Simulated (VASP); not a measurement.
TiS2 (nc):

```
CELL_PARAMETERS angstrom
3.41200 0.00000 0.00000
-1.70600 2.95488 0.00000
0.00000 0.00000 5.69500
ATOMIC_POSITIONS crystal
Ti 0.00000 0.00000 0.00000
S 0.33333 0.66667 0.25000
S 0.66667 0.33333 0.75000
```

* Program: VASP 6.6.1
* Task: relaxation of cell and atoms
* Functional: PBE
* Dispersion: D3(BJ)
* Potentials or basis: VASP PAW PBE potentials, release 64 (Ti_sv, S)
* Cutoff: 500 eV
* k mesh: 15 × 15 × 8
* Occupations: gaussian, width 0.1 eV
* Spin: no spin polarisation

At the start: pressure -3.0 GPa; volume 19.14 Å³/atom.

**Question.** How do energy, volume and symmetry change on relaxing?

**Answer.** Over 18 steps the energy falls by 8.9 meV/atom and the volume is 17.98 Å³/atom (-6.1 %); space group P-3m1 (No. 164, to 0.05 Å).

The path:
| step | energy change (eV) | largest force (eV/Å) | pressure (GPa) | volume (Å³) |
| --- | --- | --- | --- | --- |
| 1 | 0.0000 | 0.1245 | -2.98 | 57.42 |
| 2 | -0.0032 | 0.5389 | 2.72 | 54.51 |
| 3 | -0.0156 | 0.2154 | -0.10 | 55.85 |
| 4 | -0.0193 | 0.1403 | -0.12 | 55.54 |
| 5 | -0.0210 | 0.0378 | -0.11 | 55.11 |
| 6 | -0.0228 | 0.0360 | -0.04 | 54.85 |
| 7 | -0.0261 | 0.0280 | 0.20 | 54.06 |
| 8 | -0.0264 | 0.0216 | 0.33 | 53.71 |
| 9 | -0.0247 | 0.1378 | -0.98 | 54.16 |
| 10 | -0.0265 | 0.0145 | 0.04 | 53.81 |
| 11 | -0.0265 | 0.0024 | 0.03 | 53.86 |
| 12 | -0.0265 | 0.0008 | 0.03 | 53.87 |
| 13 | -0.0265 | 0.0113 | -0.08 | 53.94 |
| 14 | -0.0266 | 0.0055 | -0.02 | 53.90 |
| 15 | -0.0266 | 0.0034 | -0.01 | 53.91 |
| 16 | -0.0266 | 0.0026 | 0.00 | 53.92 |
| 17 | -0.0266 | 0.0008 | 0.01 | 53.93 |
| 18 | -0.0266 | 0.0015 | 0.00 | 53.93 |

Final structure:
```yaml
crystal:
  lattice:
    - [3.35841, 0.00000, 0.00000]
    - [-1.67921, 2.90847, 0.00000]
    - [0.00000, 0.00000, 5.52076]
  atoms:
    - { symbol: Ti, position: [0.00000, 0.00000, 0.00000] }
    - { symbol: S, position: [0.33333, 0.66667, 0.25885] }
    - { symbol: S, position: [0.66667, 0.33333, 0.74115] }
```

Caveat: pairwise dispersion overbinds metals, which lowers pressure and volume.
